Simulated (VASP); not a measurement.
The system is BeS.

```xyz
4
Lattice="1.6595 -4.7483 0.0000 1.6595 4.7483 0.0000 0.0000 0.0000 3.6652" Properties=species:S:1:pos:R:3 pbc="T T T"
Be    1.6595    1.0745    2.7489
Be    1.6595   -1.0745    0.9163
S     1.6595   -3.3856    0.9163
S     1.6595    3.3856    2.7489
```

```yaml
Program: VASP 6.6.1
Task: relaxation of cell and atoms
Functional: PBEsol
Potentials_or_basis: VASP PAW PBE potentials, release 64 (Be, S)
Cutoff: 600 eV
k_mesh: 6 × 6 × 6
Occupations: fermi-dirac, width 0.03 eV
Spin: no spin polarisation
```

At the start: pressure -12.5 GPa; volume 14.44 Å³/atom.

Problem. How do energy, volume and symmetry change on relaxing?

Solution. Over 39 steps the energy falls by 461.5 meV/atom and the volume is 15.43 Å³/atom (+6.8 %); space group Cmcm (No. 63, to 0.1 Å) before and after.

Step by step:
| step | energy change (eV) | largest force (eV/Å) | pressure (GPa) | volume (Å³) |
| --- | --- | --- | --- | --- |
| 1 | 0.0000 | 1.2576 | -12.47 | 57.76 |
| 2 | -0.5802 | 0.8989 | 2.13 | 48.84 |
| 3 | -0.5842 | 0.8525 | 3.85 | 48.17 |
| 4 | -0.7943 | 0.9349 | 4.48 | 48.38 |
| 5 | -1.0335 | 0.9963 | 8.30 | 48.54 |
| 6 | -1.1756 | 1.0023 | 5.85 | 49.93 |
| 7 | -1.4735 | 0.9265 | -0.36 | 54.19 |
| 8 | -1.4026 | 1.6879 | -9.08 | 63.12 |
| 9 | -1.5783 | 0.8495 | -3.84 | 57.19 |
| 10 | -1.7102 | 0.6696 | -2.25 | 56.82 |
| 11 | -1.7799 | 0.3557 | 0.42 | 56.31 |
| 12 | -1.8120 | 0.0756 | 1.26 | 56.42 |
| 13 | -1.8149 | 0.0619 | 1.67 | 56.46 |
| 14 | -1.8244 | 0.0718 | 0.28 | 57.43 |
| 15 | -1.8249 | 0.1135 | -0.15 | 57.74 |
| 16 | -1.8289 | 0.1294 | -0.15 | 57.97 |
| 17 | -1.8350 | 0.1771 | -0.05 | 58.64 |
| 18 | -1.8388 | 0.0717 | 0.34 | 58.81 |
| 19 | -1.8402 | 0.0516 | 0.81 | 59.00 |
| 20 | -1.8424 | 0.0532 | 0.36 | 59.68 |
| 21 | -1.8427 | 0.0555 | -0.25 | 60.68 |
| 22 | -1.8429 | 0.0556 | -0.04 | 60.32 |
| 23 | -1.8444 | 0.0214 | -0.26 | 60.66 |
| 24 | -1.8445 | 0.0554 | -0.38 | 60.81 |
| 25 | -1.8451 | 0.0273 | 0.13 | 60.69 |
| 26 | -1.8451 | 0.0283 | 0.08 | 60.70 |
| 27 | -1.8453 | 0.0096 | 0.13 | 60.74 |
| 28 | -1.8453 | 0.0097 | 0.15 | 60.76 |
| 29 | -1.8454 | 0.0041 | -0.03 | 60.94 |
| 30 | -1.8454 | 0.0054 | -0.04 | 60.95 |
| 31 | -1.8455 | 0.0152 | -0.06 | 61.01 |
| 32 | -1.8456 | 0.0316 | -0.07 | 61.11 |
| 33 | -1.8456 | 0.0247 | -0.02 | 61.12 |
| 34 | -1.8457 | 0.0071 | 0.14 | 61.15 |
| 35 | -1.8458 | 0.0032 | 0.12 | 61.24 |
| 36 | -1.8459 | 0.0119 | 0.04 | 61.51 |
| 37 | -1.8459 | 0.0045 | -0.05 | 61.66 |
| 38 | -1.8459 | 0.0077 | -0.08 | 61.70 |
| 39 | -1.8459 | 0.0047 | -0.01 | 61.71 |

Final structure:
```xyz
4
Lattice="1.5752 -6.2160 0.0000 1.5752 6.2160 0.0000 0.0000 0.0000 3.1511" Properties=species:S:1:pos:R:3 pbc="T T T"
Be    1.5752    2.3091    2.3633
Be    1.5752   -2.3091    0.7878
S     1.5752   -4.4070    0.7878
S     1.5752    4.4070    2.3633
```

Caveat: a cell axis changed by over 15 % at a fixed basis, so the end point is rough; the PAW data sets were made with another functional, which shifts forces and pressure a little.
